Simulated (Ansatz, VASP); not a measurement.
One calculation of H, two programs

```
CELL_PARAMETERS angstrom
2.62348 -2.56690 0.00000
2.62348 2.56690 0.00000
0.00000 0.00000 4.14182
ATOMIC_POSITIONS crystal
H 0.04670 0.95330 0.93149
H 0.54670 0.45330 0.56851
H 0.45330 0.54670 0.43149
H 0.95330 0.04670 0.06851
```

Alike in both runs: task single point; functional PBE; k mesh 7 × 7 × 7; occupations fermi-dirac, width 0.05 eV; no spin polarisation.

```csv
,VASP,Ansatz
version,VASP 6.6.1,Ansatz 0.2.0
potentials or method,"VASP PAW PBE potentials, release 64 (H)",Ansatz PAW
plane-wave cutoff (eV),520,420
valence electrons in the cell,4,4
```

Ansatz gave:

| Item | Value |
| --- | --- |
| gap on the k mesh at the Fermi level (eV) | 9.36 |
| least direct gap on the mesh (eV) | 9.94 |
| pressure (GPa) | 0.5 |
| traceless stress, the component that is largest in VASP (GPa) | -0.38 |
| rms of the force components (eV/Å) | 0.156 |

Problem. Estimate VASP's values.

Solution. gap on the k mesh at the Fermi level (eV): 9.36; least direct gap on the mesh (eV): 9.94; pressure (GPa): 0.3; traceless stress, the component that is largest in VASP (GPa): -0.34; rms of the force components (eV/Å): 0.149.

Atom by atom the forces differ by 0.007 eV/Å (rms over components).

Noted on Ansatz's run: odd divisions of the mesh miss points on the zone boundary, where band edges often lie, so the gap on the mesh can be too wide.
